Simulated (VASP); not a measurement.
Cu: single point with PBE

Crystal: Cu.

```
Cu
1.0
     2.53410    0.00000    0.00000
    -1.26705    2.19459    0.00000
     0.00000    0.00000    4.11257
Cu
2
Cartesian
  1.2670 0.7315 3.0844
  0.0000 1.4631 1.0281
```

```yaml
Program: VASP 6.6.1
Task: single point
Functional: PBE
Potentials_or_basis: VASP PAW PBE potentials, release 64 (Cu)
Cutoff: 520 eV
k_mesh: 12 × 12 × 7
Occupations: gaussian, width 0.013 eV
Spin: no spin polarisation
Dipole_correction: no
Further_INCAR_settings: ALGO = Normal; EDIFF = 1e-06; NBANDS = 18
```

- Pressure: 7.8 GPa
- Band gap on the k mesh: zero (band 11 reaches 12.04 eV, above the bottom of band 12 at 6.07 eV)

Levels at points of the mesh, in eV from the Fermi level:
| k point | band 8 | band 9 | band 10 | band 11 | band 12 | band 13 | band 14 | band 15 |
| --- | --- | --- | --- | --- | --- | --- | --- | --- |
| (0.00, 0.00, 0.00) | -2.52 | -2.52 | -1.72 | -1.72 | -0.99 | 4.06 | 21.58 | 22.15 |
| (0.50, 0.00, 0.00) | -1.62 | -1.56 | -1.52 | 0.04 | 1.65 | 7.99 | 8.42 | 10.95 |

It took 14 s on 1 thread of AMD EPYC 9R45 96-Core Processor (Zen 5), on a shared host, peak memory 0.12 GiB.
